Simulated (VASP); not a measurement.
Here is a VASP 6.6.1 calculation.

File INCAR:

```
PREC = Accurate
ENCUT = 520
EDIFF = 1E-6
ISMEAR = 0
SIGMA = 0.1
LREAL = F
LASPH = T
NELM = 60
ALGO = Normal
ISIF = 2
LWAVE = F
LCHARG = F
LDIPOL = T
IDIPOL = 3
DIPOL = 0.5 0.5 0.501
GGA = PE
NBANDS = 44
```

KPOINTS

```
Automatic mesh
0
Gamma
  19 19 1
```

POSCAR

```
TiAl3
1.0
    3.8222135400      0.0000000000      0.0000000000
    0.0000000000      3.8222135400      0.0000000000
    0.0000000000      0.0000000000     27.7016721243
Al Ti
9 3
Direct
    0.5000000000      0.0000000000      0.3068406832
    0.0000000000      0.5000000000      0.3068406832
    0.0000000000      0.0000000000      0.3841044120
    0.0000000000      0.5000000000      0.4613681408
    0.5000000000      0.0000000000      0.4613681408
    0.5000000000      0.5000000000      0.5408997036
    0.5000000000      0.0000000000      0.6182840698
    0.0000000000      0.5000000000      0.6182840698
    0.0000000000      0.0000000000      0.6991811940
    0.5000000000      0.5000000000      0.3841044120
    0.0000000000      0.0000000000      0.5387604808
    0.5000000000      0.5000000000      0.6935717868
```

Potentials or basis: VASP PAW PBE potentials, release 64 (Al, Ti_sv).

Command:

```bash
$ cat potpaw_PBE.64/Al/POTCAR potpaw_PBE.64/Ti_sv/POTCAR > POTCAR
$ mpirun -np 1 vasp_std > vasp.out
```

**Question.** What does it give for the largest force?

**Answer.** 0.642 eV/Å.

**Question.** Predict the band gap on the k mesh.

**Answer.** Zero (an odd number of electrons rules out a gap without spin polarisation).

Forces in eV/Å, atoms in the order of the input:
```
Al   0.000  0.000  0.264
Al   0.000  0.000  0.264
Al   0.000  0.000  0.097
Al   0.000  0.000  0.013
Al   0.000  0.000  0.013
Al   0.000  0.000 -0.010
Al   0.000  0.000 -0.001
Al   0.000  0.000 -0.001
Al   0.000  0.000 -0.021
Ti   0.000  0.000 -0.642
Ti   0.000  0.000  0.008
Ti   0.000  0.000  0.016
```
